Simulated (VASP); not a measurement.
# Zn (I4_1/amd) in VASP: further runs

The runs below take Zn through single point, with PBE.

All numbers are computed with VASP 6.6.1; they aren't measurements. Logs are shortened: lines on timing, memory, paths and dates and some standing lists are left out, and cuts for length are marked.

**1. The cell of the first run**

It takes space group I4_1/amd (No. 141, tetragonal). The conventional cell has a = 5.012 Å, b = 5.012 Å, c = 2.494 Å, α = 90.00°, β = 90.00°, γ = 90.00°. Within 3.3 Å of Zn (site symmetry -4m2) lie 10 Zn at 2.49 to 3.13 Å.

**2. Single point, PBE**

INCAR reads:

```
PREC = Accurate
ENCUT = 520
EDIFF = 1E-7
ISMEAR = -1
SIGMA = 0.1
LREAL = F
LASPH = T
NELM = 60
ALGO = Normal
ISIF = 2
LWAVE = F
LCHARG = F
GGA = PE
NBANDS = 19
```

KPOINTS reads:

```
Automatic mesh
0
Gamma
  17 17 17
```

POSCAR reads:

```
Zn
1.0
   -2.5058055098      2.5058055098      1.2469907519
    2.5058055098     -2.5058055098      1.2469907519
    2.5058055098      2.5058055098     -1.2469907519
Zn
2
Direct
   -0.3750000000     -0.1250000000     -0.2500000000
    0.3750000000      0.1250000000      0.2500000000
```

Potentials or basis: VASP PAW PBE potentials, release 64 (Zn).

The run is started by

```console
$ cat potpaw_PBE.64/Zn/POTCAR > POTCAR
$ mpirun -np 1 vasp_std > vasp.out
```

OUTCAR:

```text
PREC = Accurate
   ENCUT = 520
   EDIFF = 1E-7
   ISMEAR = -1
   LREAL = F
   LASPH = T
   NELM = 60
   ISIF = 2
   GGA = PE

 ion  position               nearest neighbor table
   1  0.625  0.875  0.750-   2 2.58   2 2.58   2 2.58   2 2.58
   2  0.375  0.125  0.250-   1 2.58   1 2.58   1 2.58   1 2.58

  LATTYP: Found a body centered tetragonal cell.
 ALAT       =     5.0116110196
 C/A-ratio  =     0.4976406776

  Lattice vectors:

 A1 = (  -2.5058055098,   2.5058055098,   1.2469907519)
 A2 = (   2.5058055098,  -2.5058055098,   1.2469907519)
 A3 = (   2.5058055098,   2.5058055098,  -1.2469907519)

Analysis of symmetry for initial positions (statically):
=====================================================================
 Subroutine PRICEL returns:
 Original cell was already a primitive cell.

 Routine SETGRP: Setting up the symmetry group for a
 body centered tetragonal supercell.

 Subroutine GETGRP returns: Found 16 space group operations
 (whereof  4 operations were pure point group operations)
 out of a pool of 16 trial point group operations.

The static configuration has the point symmetry C_2h.
 The point group associated with its full space group is D_4h.

Analysis of symmetry for dynamics (positions and initial velocities):
=====================================================================
 Subroutine PRICEL returns:
 Original cell was already a primitive cell.

 Routine SETGRP: Setting up the symmetry group for a
 body centered tetragonal supercell.

 Subroutine GETGRP returns: Found 16 space group operations
 (whereof  4 operations were pure point group operations)
 out of a pool of 16 trial point group operations.

The dynamic configuration has the point symmetry C_2h.
 The point group associated with its full space group is D_4h.

 Subroutine INISYM returns: Found 16 space group operations
 (whereof  4 operations are pure point group operations),
 and found     1 'primitive' translations

----------------------------------------------------------------------------------------

                                     Primitive cell

  volume of cell :      31.3197

[... 73 lines left out ...]
   dimension x,y,z NGX =    28 NGY =   28 NGZ =   28
   dimension x,y,z NGXF=    56 NGYF=   56 NGZF=   56
   ions per type =               2
   NGX,Y,Z   is equivalent  to a cutoff of  12.39, 12.39, 12.39 a.u.
   NGXF,Y,Z  is equivalent  to a cutoff of  24.78, 24.78, 24.78 a.u.
 SYSTEM =  unknown system
   PREC   = accura    normal or accurate (medium, high low for compatibility)
   ISTART =      0    job   : 0-new  1-cont  2-samecut
   ICHARG =      2    charge: 1-file 2-atom 10-const
   ISPIN  =      1    spin polarized calculation?
   LNONCOLLINEAR =      F non collinear calculations
   LSORBIT =      F    spin-orbit coupling
   LASPH  =      T    aspherical Exc in radial PAW
   ENCUT  =  520.0 eV  38.22 Ry    6.18 a.u.   6.99  6.99  6.99*2*pi/ulx,y,z
   NELM   =     60;   NELMIN=  2; NELMDL= -5     # of ELM steps
   EDIFF  = 0.1E-06   stopping-criterion for ELM
   LREAL  =      F    real-space projection
   EDIFFG = 0.1E-05   stopping-criterion for IOM
   NSW    =      0    number of steps for IOM
   IBRION =     -1    ionic relax: 0-MD 1-quasi-New 2-CG
   NFREE  =      0    steps in history (QN), initial steepest desc. (CG)
   ISIF   =      2    stress and relaxation
   ISYM   =      2    0-nonsym 1-usesym 2-fastsym
   POTIM  = 0.5000    time-step for ionic-motion
   TEBEG  =    0.0;   TEEND  =   0.0 temperature during run
   PSTRESS=    0.0 pullay stress
   NELECT =      24.0000    total number of electrons
   NUPDOWN=      -1.0000    fix difference up-down
   EMIN   =  10.00;   EMAX   =-10.00  energy-range for DOS
   EFERMI =   0.00;   METHOD = LEGACY
   ISMEAR =    -1;   SIGMA  =   0.10  broadening in eV -4-tet -1-fermi 0-gaus
   EFERMI_NEDOS =   21; number of points for ismear=-14 and -15
   IALGO  =     38    algorithm
   IMIX   =      4    mixing-type and parameters
     AMIX     =   0.40;   BMIX     =  1.00
     AMIX_MAG =   1.60;   BMIX_MAG =  1.00
  volume/ion in A,a.u.               =      15.66       105.68
  Fermi-wavevector in a.u.,A,eV,Ry     =   1.498095  2.830988 30.535388  2.244288
  Thomas-Fermi vector in A             =   2.609898
   LORBIT       =      0    0 simple, 1 ext, 2 COOP (PROOUT), +10 PAW based schemes
   GGA     = PE    functional components
[... 5 lines left out ...]
 non-spin polarized calculation
  energy-cutoff  :      520.00
  volume of cell :       31.32
 maximum number of plane-waves:       870
   NGX = 13   NGY = 13   NGZ = 13

 number of electron      24.0000011 magnetization

 Free energy of the ion-electron system (eV)
  ---------------------------------------------------
  ext. energy  EPLUGINS =         0.00000000
  ---------------------------------------------------
  free energy    TOTEN  =        -1.79485825 eV

  energy without entropy =       -1.77255328  energy(sigma->0) =       -1.78370576

 E-fermi :   2.8190     XC(G=0): -11.3524

 val. band max:        2.8052244421   @ k =  -0.1765   0.3529   0.1176
 cond. band min:       2.8261628242   @ k =  -0.0588   0.2941   0.0588
 fundamental gap:      0.0209383821
 Fermi energy:         2.8190203009

 k-point     1 :       0.0000    0.0000    0.0000
  band No.  band energies     occupation
      1      -7.2882      2.00000
      2      -5.4589      2.00000
      3      -5.4365      2.00000
      4      -5.4000      2.00000
      5      -5.2982      2.00000
      6      -4.3105      2.00000
[... 505 lines left out ...]
      6      -4.3671      2.00000
[... 11 lines left out ...]
     18      19.5300      0.00000
     19      20.1706      0.00000

 [... further k-points ...]

------------------------ aborting loop because EDIFF is reached ----------------------------------------

  FORCE on cell =-STRESS in cart. coord.  units (eV):
  Direction    XX          YY          ZZ          XY          YZ          ZX
  --------------------------------------------------------------------------------------
  -------------------------------------------------------------------------------------
  Total        1.3635992      1.3635992      1.3987279     -0.0000000      0.0000000      0.0000000
  in kB       69.7556454     69.7556454     71.5526729     -0.0000000      0.0000000      0.0000000
  external PRESSURE =      70.3546546 kB  Pullay stress =       0.0000000 kB

 VOLUME and BASIS-vectors are now :
 -----------------------------------------------------------------------------
  energy-cutoff  :      520.00
  volume of cell :       31.32
      direct lattice vectors                 reciprocal lattice vectors
    -2.505805510  2.505805510  1.246990752     0.000000000  0.199536635  0.400965283
     2.505805510 -2.505805510  1.246990752     0.199536635  0.000000000  0.400965283
     2.505805510  2.505805510 -1.246990752     0.199536635  0.199536635  0.000000000

 POSITION                                       TOTAL-FORCE (eV/Angst)
 -----------------------------------------------------------------------------------
      2.50581      1.25290      0.93524        -0.000000     -0.000000     -0.000000
      0.00000      1.25290      0.31175         0.000000      0.000000      0.000000
 -----------------------------------------------------------------------------------
    total drift:                                0.000000      0.000000      0.000000

  FREE ENERGIE OF THE ION-ELECTRON SYSTEM (eV)
  ---------------------------------------------------
  free  energy   TOTEN  =        -1.7948582472 eV

  energy  without entropy=       -1.7725532825  energy(sigma->0) =       -1.78370576
```

OSZICAR:

```text
N       E                     dE             d eps       ncg     rms          rms(c)
DAV:   1     0.113613220307E+03    0.11361E+03   -0.12300E+04 15766   0.197E+03
DAV:   2     0.329877474555E+01   -0.11031E+03   -0.10697E+03 15470   0.297E+02
DAV:   3    -0.196401860249E+01   -0.52628E+01   -0.52421E+01 17240   0.707E+01
DAV:   4    -0.199765673217E+01   -0.33638E-01   -0.33630E-01 16703   0.588E+00
DAV:   5    -0.199770189977E+01   -0.45168E-04   -0.45167E-04 16668   0.194E-01    0.394E+00
DAV:   6    -0.181013564453E+01    0.18757E+00   -0.73295E-01 17103   0.177E+01    0.289E+00
DAV:   7    -0.179968632448E+01    0.10449E-01   -0.26231E-02 18377   0.269E+00    0.146E+00
DAV:   8    -0.179484675381E+01    0.48396E-02   -0.23184E-03 17867   0.593E-01    0.411E-02
DAV:   9    -0.179485408517E+01   -0.73314E-05   -0.23632E-04 19405   0.175E-01    0.349E-02
DAV:  10    -0.179485896720E+01   -0.48820E-05   -0.17929E-05 16111   0.375E-02    0.321E-03
DAV:  11    -0.179485865876E+01    0.30844E-06   -0.30064E-07 16419   0.102E-02    0.200E-03
DAV:  12    -0.179485823270E+01    0.42606E-06   -0.29322E-08  9371   0.214E-03    0.861E-05
DAV:  13    -0.179485824723E+01   -0.14527E-07   -0.78707E-09  8139   0.940E-04
   1 F= -.17948582E+01 E0= -.17837058E+01  d E =-.223050E-01
```

Run time: 2.3 min. Hardware: 1 thread of AMD EPYC 9R45 (Zen 5), shared host; peak memory 0.28 GiB.

What came out:

```
Free energy            : -1.7949 eV
Pressure               : 7.0 GPa
Band gap on the k mesh : zero (bands 12 and 13 overlap by 7.43 eV)
```

Caveat: the cell stands under pressure.

**3. Single point, PBE**

INCAR reads:

```
SYSTEM = Zn
ALGO = Normal
EDIFF = 1E-7
ENCUT = 520
GGA = PE
ISIF = 2
ISMEAR = -1
LASPH = .True.
LCHARG = .False.
LREAL = .False.
LWAVE = .False.
NBANDS = 19
NELM = 60
PREC = Accurate
SIGMA = 0.1
```

KPOINTS reads:

```
k-points
0
Gamma
  17 17 17
  0 0 0
```

POSCAR reads:

```
Zn
1.0
   -2.5058055098      2.5058055098      1.2469907518
    2.5058055098     -2.5058055098      1.2469907518
    2.5058055098      2.5058055098     -1.2469907518
Zn
2
Direct
   -0.3750000000     -0.1250000000     -0.2500000000
    0.3750000000      0.1250000000      0.2500000000
```

Potentials or basis: VASP PAW PBE potentials, release 64 (Zn).

The run is started by

```console
$ cat potpaw_PBE.64/Zn/POTCAR > POTCAR
$ mpirun -np 1 vasp_std > vasp.out
```

OUTCAR:

```text
SYSTEM = Zn
   EDIFF = 1E-7
   ENCUT = 520
   GGA = PE
   ISIF = 2
   ISMEAR = -1
   LASPH = .True.
   LREAL = .False.
   NELM = 60
   PREC = Accurate

 ion  position               nearest neighbor table
   1  0.625  0.875  0.750-   2 2.58   2 2.58   2 2.58   2 2.58
   2  0.375  0.125  0.250-   1 2.58   1 2.58   1 2.58   1 2.58

  LATTYP: Found a body centered tetragonal cell.
 ALAT       =     5.0116110196
 C/A-ratio  =     0.4976406776

  Lattice vectors:

 A1 = (  -2.5058055098,   2.5058055098,   1.2469907518)
 A2 = (   2.5058055098,  -2.5058055098,   1.2469907518)
 A3 = (   2.5058055098,   2.5058055098,  -1.2469907518)

Analysis of symmetry for initial positions (statically):
=====================================================================
 Subroutine PRICEL returns:
 Original cell was already a primitive cell.

 Routine SETGRP: Setting up the symmetry group for a
 body centered tetragonal supercell.

 Subroutine GETGRP returns: Found 16 space group operations
 (whereof  4 operations were pure point group operations)
 out of a pool of 16 trial point group operations.

The static configuration has the point symmetry C_2h.
 The point group associated with its full space group is D_4h.
[... 159 lines left out ...]
  energy without entropy =       -1.77255328  energy(sigma->0) =       -1.78370576

 E-fermi :   2.8190     XC(G=0): -11.3524

 val. band max:        2.8052244424   @ k =  -0.1765   0.3529   0.1176
 cond. band min:       2.8261628244   @ k =  -0.0588   0.2941   0.0588
 fundamental gap:      0.0209383820
 Fermi energy:         2.8190203015

 k-point     1 :       0.0000    0.0000    0.0000
  band No.  band energies     occupation
      1      -7.2882      2.00000
      2      -5.4589      2.00000
      3      -5.4365      2.00000
      4      -5.4000      2.00000
      5      -5.2982      2.00000
      6      -4.3105      2.00000
[... 505 lines left out ...]
      6      -4.3671      2.00000
[... 11 lines left out ...]
     18      19.5300      0.00000
     19      20.1706      0.00000

 [... further k-points ...]

------------------------ aborting loop because EDIFF is reached ----------------------------------------

  FORCE on cell =-STRESS in cart. coord.  units (eV):
  Direction    XX          YY          ZZ          XY          YZ          ZX
  --------------------------------------------------------------------------------------
  -------------------------------------------------------------------------------------
  Total        1.3635992      1.3635992      1.3987278      0.0000000     -0.0000000      0.0000000
  in kB       69.7556455     69.7556455     71.5526723      0.0000000     -0.0000000      0.0000000
  external PRESSURE =      70.3546545 kB  Pullay stress =       0.0000000 kB

 VOLUME and BASIS-vectors are now :
 -----------------------------------------------------------------------------
  energy-cutoff  :      520.00
  volume of cell :       31.32
      direct lattice vectors                 reciprocal lattice vectors
    -2.505805510  2.505805510  1.246990752     0.000000000  0.199536635  0.400965283
     2.505805510 -2.505805510  1.246990752     0.199536635  0.000000000  0.400965283
     2.505805510  2.505805510 -1.246990752     0.199536635  0.199536635  0.000000000

 POSITION                                       TOTAL-FORCE (eV/Angst)
 -----------------------------------------------------------------------------------
      2.50581      1.25290      0.93524         0.000000      0.000000      0.000000
      0.00000      1.25290      0.31175        -0.000000     -0.000000     -0.000000
 -----------------------------------------------------------------------------------
    total drift:                                0.000000      0.000000     -0.000000

  FREE ENERGIE OF THE ION-ELECTRON SYSTEM (eV)
  ---------------------------------------------------
  free  energy   TOTEN  =        -1.7948582471 eV

  energy  without entropy=       -1.7725532824  energy(sigma->0) =       -1.78370576
```

OSZICAR:

```text
N       E                     dE             d eps       ncg     rms          rms(c)
DAV:   1     0.113613220310E+03    0.11361E+03   -0.12300E+04 15766   0.197E+03
DAV:   2     0.329877474616E+01   -0.11031E+03   -0.10697E+03 15470   0.297E+02
DAV:   3    -0.196401860253E+01   -0.52628E+01   -0.52421E+01 17240   0.707E+01
DAV:   4    -0.199765673217E+01   -0.33638E-01   -0.33630E-01 16703   0.588E+00
DAV:   5    -0.199770189977E+01   -0.45168E-04   -0.45167E-04 16668   0.194E-01    0.394E+00
DAV:   6    -0.181013564437E+01    0.18757E+00   -0.73295E-01 17103   0.177E+01    0.289E+00
DAV:   7    -0.179968632438E+01    0.10449E-01   -0.26231E-02 18377   0.269E+00    0.146E+00
DAV:   8    -0.179484675368E+01    0.48396E-02   -0.23184E-03 17867   0.593E-01    0.411E-02
DAV:   9    -0.179485408500E+01   -0.73313E-05   -0.23632E-04 19405   0.175E-01    0.349E-02
DAV:  10    -0.179485896709E+01   -0.48821E-05   -0.17929E-05 16111   0.375E-02    0.321E-03
DAV:  11    -0.179485865861E+01    0.30847E-06   -0.30064E-07 16419   0.102E-02    0.200E-03
DAV:  12    -0.179485823283E+01    0.42578E-06   -0.29322E-08  9371   0.214E-03    0.861E-05
DAV:  13    -0.179485824709E+01   -0.14265E-07   -0.78707E-09  8139   0.940E-04
   1 F= -.17948582E+01 E0= -.17837058E+01  d E =-.223050E-01
```

Run time: 2.2 min. Hardware: 1 thread of AMD EPYC 9R45 (Zen 5), shared host; peak memory 0.28 GiB.

Results:

* Free energy: -1.7949 eV
* Pressure: 7.0 GPa
* Band gap on the k mesh: zero (bands 12 and 13 overlap by 7.43 eV)

Levels at points of the mesh, in eV from the Fermi level:
```tsv
k point	band 10	band 11	band 12	band 13	band 14	band 15
(0.00, 0.00, 0.00)	-7.00	-6.76	1.26	1.26	3.28	6.29
```

Caveat: the cell stands under pressure.
